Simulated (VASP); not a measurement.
## Si2W: single point with PBE

The system is Si2W.

```
CELL_PARAMETERS angstrom
-1.63872 1.63872 3.81541
1.63872 -1.63872 3.81541
1.63872 1.63872 -3.81541
ATOMIC_POSITIONS crystal
Si 0.33457 0.33457 0.00000
Si 0.66543 0.66543 0.00000
W 0.00000 0.00000 0.00000
```

This cell differs from its parent crystal: strain +0.015 along x and y, -0.030 along z.

| Item | Value |
| --- | --- |
| Program | VASP 6.6.1 |
| Task | single point |
| Functional | PBE |
| Potentials or basis | VASP PAW PBE potentials, release 64 (Si, W_sv) |
| Cutoff | 520 eV |
| k mesh | 20 × 20 × 20 |
| Occupations | gaussian, width 0.15 eV |
| Spin | no spin polarisation |

| Quantity | Value |
| --- | --- |
| Pressure | 1.7 GPa |
| Largest force | 0.004 eV/Å |
| Band gap on the k mesh | zero (bands 11 and 12 overlap by 0.98 eV) |

Forces on the atoms (eV/Å):
```
Si   0.000  0.000  0.004
Si   0.000  0.000 -0.004
W    0.000  0.000  0.000
```

Stress tensor (GPa, compression positive):
```
-4.93  0.00  0.00
 0.00 -4.93  0.00
 0.00  0.00 14.95
```

Levels at points of the mesh, in eV from the Fermi level:
```tsv
k point	band 8	band 9	band 10	band 11	band 12	band 13	band 14	band 15
(0.00, 0.00, 0.00)	-3.06	-2.91	-2.91	0.45	2.53	2.81	2.81	3.07
(0.50, 0.00, 0.00)	-4.61	-2.88	-2.52	-0.45	2.49	2.61	4.39	4.70
(0.50, 0.50, 0.00)	-5.40	-4.94	-2.78	-1.71	2.78	2.94	3.31	4.48
(0.50, 0.50, 0.50)	-2.59	-1.04	-1.04	-0.33	-0.33	0.67	5.11	5.34
```

It took 3.6 min on 1 thread of Intel(R) Xeon(R) 6975P-C (Granite Rapids), on a shared host, peak memory 0.56 GiB.

Caveat: the cell differs from its parent crystal (strain +0.015 along x and y, -0.030 along z); the stress differs along the axes, from -5 to 15 GPa; spin-orbit coupling is left out, which moves the levels of the heavy elements.
